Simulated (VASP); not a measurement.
Set up this calculation in VASP 6.6.1, as the native input.

```yaml
Task: single point
Functional: LDA
Potentials_or_basis: VASP PAW LDA potentials, release 64 (S)
Cutoff: 520 eV
k_mesh: 4 × 4 × 3
Occupations: fermi-dirac, width 0.1 eV
Spin: no spin polarisation
Dipole_correction: no
Further_INCAR_settings: ALGO = Normal; EDIFF = 1e-07; NBANDS = 13
```

The structure of S lies in POSCAR:

```
S
1.0
    4.2019700000      0.0000000000      0.0000000000
    0.0000000000      4.2019700000      0.0000000000
    0.0000000000      0.0000000000      5.6556110000
S
2
Direct
    0.0000000000      0.0000000000      0.5000000000
    0.5000000000      0.5000000000      0.0000000000
```

One way to write it, as run:

INCAR

```
ALGO = Normal ; EDIFF = 1E-7
ENCUT = 520 ; ISIF = 2
ISMEAR = -1 ; LASPH = T
LCHARG = F ; LREAL = F
LWAVE = F ; NBANDS = 13
NELM = 80 ; PREC = Accurate
SIGMA = 0.1
```

KPOINTS

```
k-points
0
Gamma
  4 4 3
```

Potentials or basis: VASP PAW LDA potentials, release 64 (S).

Run with:

```bash
$ cat potpaw_LDA.64/S/POTCAR > POTCAR
$ mpirun -np 1 vasp_std > vasp.out
```

Results of the run:

```yaml
Pressure: -5.9 GPa
Band_gap_on_the_k_mesh: zero (band 6 reaches -2.58 eV, above the bottom of band 7 at -3.25 eV)
```

Caveat: the k points lie up to 0.37 Å⁻¹ apart.

Run time: 9.5 s on 1 thread of AMD EPYC 7R13 Processor (Zen 3), on a shared host, peak memory 0.13 GiB.
